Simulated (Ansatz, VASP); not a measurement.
**AlN in VASP and in Ansatz**

The input INCAR:

```
  ALGO = Normal
  EDIFF = 1E-6
  ENCUT = 520
  GGA = PE
  ISIF = 2
  ISMEAR = 0
  LASPH = T
  LCHARG = F
  LREAL = F
  LWAVE = F
  NBANDS = 11
  NELM = 100
  PREC = Accurate
  SIGMA = 0.02
```

KPOINTS

```
k-points
0
Gamma
  10 10 10
```

Contents of POSCAR:

```
AlN
1.0
    0.0000000000      2.0133386676      2.0133386676
    2.0743742076      0.0000000000      2.0133386676
    2.0743742076      2.0133386676      0.0000000000
Al N
1 1
Direct
    0.5000000000      0.5000000000      0.5000000000
    0.0000000000      0.0000000000      0.0000000000
```

Input for Ansatz:

```yaml
crystal:
  lattice:
    - [0.0, 2.0133386676, 2.0133386676]
    - [2.0743742076, 0.0, 2.0133386676]
    - [2.0743742076, 2.0133386676, 0.0]
  atoms:
    - { symbol: Al, position: [0.5, 0.5, 0.5] }
    - { symbol: "N", position: [0.0, 0.0, 0.0] }
basis:
  ecutwfc: 420
kpoints:
  mp_grid: { grid: [10, 10, 10] }
hamiltonian:
  xc: pbe
scf:
  occupations: { method: gaussian, width: 0.02 }
output:
  forces: true
  stress: true
  eigenvalues: true
  write_density: true
  write_potential: true
  elf: true
  volumetric_format: npy
```

Alike in both runs: task single point; functional PBE; k mesh 10 × 10 × 10; occupations gaussian, width 0.02 eV; no spin polarisation.

```csv
,VASP,Ansatz
version,VASP 6.6.1,Ansatz 0.2.0
potentials or method,"VASP PAW PBE potentials, release 64 (Al, N), cutoff 520 eV","scalar-relativistic, plane waves, PAW"
valence electrons in the cell,8,8
```

Ansatz gave:

```
gap on the k mesh at the Fermi level (eV)                     : 4.24
least direct gap on the mesh (eV)                             : 5.27
pressure (GPa)                                                : 1.1
traceless stress, the component that is largest in VASP (GPa) : -4.95
```

**Question.** What did VASP give for the same quantities?

**Answer.** gap on the k mesh at the Fermi level (eV): 4.22; least direct gap on the mesh (eV): 5.28; pressure (GPa): 0.8; traceless stress, the component that is largest in VASP (GPa): -4.92.

With one functional, cell and mesh, what is left measures potentials, basis and numerics.
